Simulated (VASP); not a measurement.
A run of VASP 6.6.1:

Contents of INCAR:

```
ALGO = Normal ; EDIFF = 1E-7
ENCUT = 520 ; GGA = PE
ISIF = 2 ; ISMEAR = -1
LASPH = True ; LCHARG = True
LELF = True ; LREAL = Auto
LVHAR = True ; LWAVE = False
NBANDS = 60 ; NELM = 80
PREC = Accurate ; SIGMA = 0.36
```

Contents of KPOINTS:

```
k-points
0
Gamma
  2 2 2
```

File POSCAR:

```
Be
1.0
    7.1976270000      0.0000000000      0.0000000000
   -3.5988140000      6.2333280000      0.0000000000
    0.0000000000      0.0000000000      7.5191210000
Be
36
Direct
    0.0240244971     -0.0172780896     -0.0083653395
    0.1460083599      0.2275509968      0.2759232096
    0.0258147036      0.0132834338      0.4828090943
    0.0960747191      0.1597220618      0.7833628425
   -0.0166880630      0.3065136312      0.0042425172
    0.1382463224      0.5976261798      0.2641000191
    0.0472410161      0.3524281090      0.5223881887
    0.0998117829      0.5257865461      0.7529337538
    0.0101723046      0.6560540373      0.0021412077
    0.1305273760      0.9238564054      0.2662678257
    0.0105617246      0.6658080563      0.4794576387
    0.0871715947      0.8916906025      0.7354849057
    0.3026350886      0.0045721964      0.0122354727
    0.4439356292      0.2290429767      0.2797933429
    0.3005006747      0.0431230315      0.5276414623
    0.3969664317      0.1765349104      0.7051755119
    0.3688913991      0.3626313263      0.0221036475
    0.3996817771      0.4977918698      0.2666934074
    0.3265687033      0.3395617879      0.4620353895
    0.4193066160      0.5607437953      0.7374532209
    0.3728623170      0.6732839985      0.0044420086
    0.4462119910      0.8846157302      0.2631823587
    0.2700095455      0.6517224828      0.5037290928
    0.4637202715      0.8928456837      0.7605676249
    0.6338286505      0.0233583088     -0.0325968953
    0.7737025798      0.2684280372      0.2728643415
    0.6987056167      0.0416310517      0.4658124267
    0.7534061900      0.1755402571      0.7384772768
    0.6728575228      0.3020376916     -0.0069954985
    0.7937556886      0.5414443135      0.2368760923
    0.6730951547      0.3723693026      0.4768110528
    0.8136781469      0.5768988893      0.6987917870
    0.6973004539      0.6848668961      0.0129669412
    0.8406428569      0.9398189859      0.2505479031
    0.6348114624      0.6403320987      0.5112831673
    0.7889255716      0.8995997002      0.7241138958
```

Potentials or basis: VASP PAW PBE potentials, release 64 (Be).

Command:

```bash
$ cat potpaw_PBE.64/Be/POTCAR > POTCAR
$ mpirun -np 1 vasp_std > vasp.out
```

Hardware: 1 thread of Intel(R) Xeon(R) Platinum 8259CL CPU @ 2.50GHz (Skylake/Cascade Lake), on a shared host.

Problem. How long does it take, and how much memory?

Solution. It took 7.2 min on 1 thread of Intel(R) Xeon(R) Platinum 8259CL CPU @ 2.50GHz (Skylake/Cascade Lake), with other jobs on the host, peak memory 0.43 GiB. Counts: scf iterations 16, k points 8.
